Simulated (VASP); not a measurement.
Here is a VASP 6.6.1 calculation.

Contents of INCAR:

```
  PREC = Accurate
  ENCUT = 520
  EDIFF = 1E-6
  ISMEAR = 0
  SIGMA = 0.15
  LREAL = F
  LASPH = T
  NELM = 80
  ALGO = Normal
  ISIF = 2
  LWAVE = F
  LCHARG = T
  GGA = PE
  LELF = T
  LVHAR = T
  NBANDS = 42
```

KPOINTS

```
Automatic mesh
0
Gamma
  14 14 14
```

File POSCAR:

```
TiC
1.0
    4.3329230482      0.0000000000      0.0000000000
    0.0000000000     -4.3329230482      0.0000000000
    0.0000000000      0.0000000000     -4.3329230482
Ti C
4 4
Direct
   -0.0461582165      1.0000000000      1.0000000000
    0.5000000000      0.5000000000      1.0000000000
    0.5000000000      1.0000000000      0.5000000000
    0.0000000000      0.5000000000      0.5000000000
    0.5000000000      0.0000000000      0.0000000000
    0.0000000000      0.5000000000      0.0000000000
    0.0000000000      0.0000000000      0.5000000000
    0.5000000000      0.5000000000      0.5000000000
```

Potentials or basis: VASP PAW PBE potentials, release 64 (Ti_sv, C).

Command:

```bash
$ cat potpaw_PBE.64/Ti_sv/POTCAR potpaw_PBE.64/C/POTCAR > POTCAR
$ mpirun -np 1 vasp_std > vasp.out
```

**Question.** What does it give for the largest force?

**Answer.** 3.326 eV/Å.

**Question.** Estimate the band gap on the k mesh.

**Answer.** Zero (band 32 reaches 9.73 eV, above the bottom of band 33 at 9.02 eV).

Forces on the atoms (eV/Å):
```
Ti   3.326  0.000  0.000
Ti  -0.655  0.000  0.000
Ti  -0.655  0.000  0.000
Ti   0.083  0.000  0.000
C   -0.917  0.000  0.000
C   -0.446  0.000  0.000
C   -0.446  0.000  0.000
C   -0.290  0.000  0.000
```

Caveat: the cell differs from its parent crystal (atom 1 (Ti) moved -0.200 Å along Cartesian [1 0 0]); forces of over 1 eV/Å act on the atoms, so gaps and moduli don't describe the material at rest.
